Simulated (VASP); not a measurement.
Write the native input for VASP 6.6.1 that does the following.

```
Task                   : single point
Functional             : r2SCAN
Potentials or basis    : VASP PAW PBE potentials, release 64 (Si, C)
Cutoff                 : 520 eV
k mesh                 : 12 × 12 × 4
Occupations            : gaussian, width 0.01 eV
Spin                   : no spin polarisation
Dipole correction      : no
Further INCAR settings : ALGO = Normal; EDIFF = 1e-07; NBANDS = 16
```

Crystal: SiC.

```
Si C
1.0
     3.07600    0.00000    0.00000
    -1.53800    2.66389    0.00000
     0.00000    0.00000    5.04800
Si C
2 2
Direct
  0.33333 0.66667 0.00000
  0.66667 0.33333 0.50000
  0.33333 0.66667 0.38500
  0.66667 0.33333 0.88500
```

These files were run (other wordings do the same):

POSCAR

```
SiC
1.0
    3.0760000000      0.0000000000      0.0000000000
   -1.5380000000      2.6638900000      0.0000000000
    0.0000000000      0.0000000000      5.0480000000
Si C
2 2
Direct
    0.3333333333      0.6666666667      0.0000000000
    0.6666666667      0.3333333333      0.5000000000
    0.3333333333      0.6666666667      0.3850000000
    0.6666666667      0.3333333333      0.8850000000
```

INCAR.step1

```
SYSTEM = SiC
PREC     = Accurate       ! precision mode
ENCUT    = 520            ! plane-wave cutoff, eV
ISMEAR   = 0              ! smearing method
SIGMA    = 0.01           ! smearing width, eV
LREAL    = .False.        ! projectors in reciprocal space
LASPH    = .True.         ! aspherical terms in the spheres
NELM     = 100            ! most SCF steps
NBANDS   = 16             ! bands
GGA      = PE             ! functional
ALGO     = Normal         ! electronic algorithm
EDIFF    = 1E-4           ! SCF threshold, eV
LWAVE    = .True.         ! write WAVECAR
LCHARG   = .False.        ! write CHGCAR
```

INCAR.step2

```
SYSTEM = SiC
PREC     = Accurate       ! precision mode
ENCUT    = 520            ! plane-wave cutoff, eV
EDIFF    = 1E-7           ! SCF threshold, eV
ISMEAR   = 0              ! smearing method
SIGMA    = 0.01           ! smearing width, eV
LREAL    = .False.        ! projectors in reciprocal space
LASPH    = .True.         ! aspherical terms in the spheres
NELM     = 100            ! most SCF steps
ALGO     = Normal         ! electronic algorithm
ISIF     = 2              ! what is computed and relaxed
LWAVE    = .False.        ! write WAVECAR
LCHARG   = .False.        ! write CHGCAR
METAGGA  = R2SCAN         ! meta-GGA
LMIXTAU  = .True.       
NBANDS   = 16             ! bands
ISTART   = 1
```

KPOINTS

```
regular mesh
0
Gamma
  12 12 4
  0 0 0
```

Potentials or basis: VASP PAW PBE potentials, release 64 (Si, C).

Launch:

```bash
$ cat potpaw_PBE.64/Si/POTCAR potpaw_PBE.64/C/POTCAR > POTCAR
$ cp INCAR.step1 INCAR
$ mpirun -np 1 vasp_std > vasp.out
$ cp INCAR.step2 INCAR
$ mpirun -np 1 vasp_std > vasp.out
```

Results of the run:

```
Pressure               : 0.0 GPa
Largest force          : 0.770 eV/Å
Band gap on the k mesh : 2.70 eV (least direct gap 4.59 eV)
```

Caveat: the PAW data sets were made with another functional, which shifts forces and pressure a little.

Run time: 3.4 min on 1 thread of Intel Xeon 8259CL, on a shared host, peak memory 0.18 GiB.
